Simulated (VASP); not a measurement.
Here is a VASP 6.6.1 calculation.

The input POSCAR:

```
YN4
1.0
    0.0000000000      3.9956180000      0.0000000000
    3.9956180000      0.0000000000      0.0000000000
    1.9978090000      1.9978090000     -4.9872680000
N Y
4 1
Direct
    0.7500000000      0.2500000000      0.5000000000
    0.2500000000      0.7500000000      0.5000000000
    0.3957200000      0.3957200000      0.2085600000
    0.6042800000      0.6042800000      0.7914400000
    0.0000000000      0.0000000000      0.0000000000
```

INCAR.step1

```
SYSTEM = YN4
ALGO = Normal
EDIFF = 1E-4
ENCUT = 520
GGA = PE
ISMEAR = -1
LASPH = .True.
LCHARG = .False.
LREAL = .False.
LWAVE = .True.
NBANDS = 24
NELM = 80
PREC = Accurate
SIGMA = 0.1
```

INCAR.step2

```
SYSTEM = YN4
ALGO = Normal
EDIFF = 1E-6
ENCUT = 520
ISIF = 2
ISMEAR = -1
ISTART = 1
LASPH = .True.
LCHARG = .False.
LMIXTAU = .True.
LREAL = .False.
LWAVE = .False.
METAGGA = R2SCAN
NBANDS = 24
NELM = 80
PREC = Accurate
SIGMA = 0.1
```

Contents of KPOINTS:

```
k-points
0
Gamma
  9 9 9
  0 0 0
```

Potentials or basis: VASP PAW PBE potentials, release 64 (N, Y_sv).

Command:

```console
$ cat potpaw_PBE.64/N/POTCAR potpaw_PBE.64/Y_sv/POTCAR > POTCAR
$ cp INCAR.step1 INCAR
$ mpirun -np 1 vasp_std > vasp.out
$ cp INCAR.step2 INCAR
$ mpirun -np 1 vasp_std > vasp.out
```

Question: Predict the pressure.

Answer: -29.9 GPa.

Question: Estimate the largest force.

Answer: 2.893 eV/Å.

Forces in eV/Å, atoms in the order of the input:
```
N    0.000  0.000  0.000
N    0.000  0.000  0.000
N    0.000  0.000  2.893
N    0.000  0.000 -2.893
Y    0.000  0.000  0.000
```

Caveat: the cell stands under tension; the PAW data sets were made with another functional, which shifts forces and pressure a little.
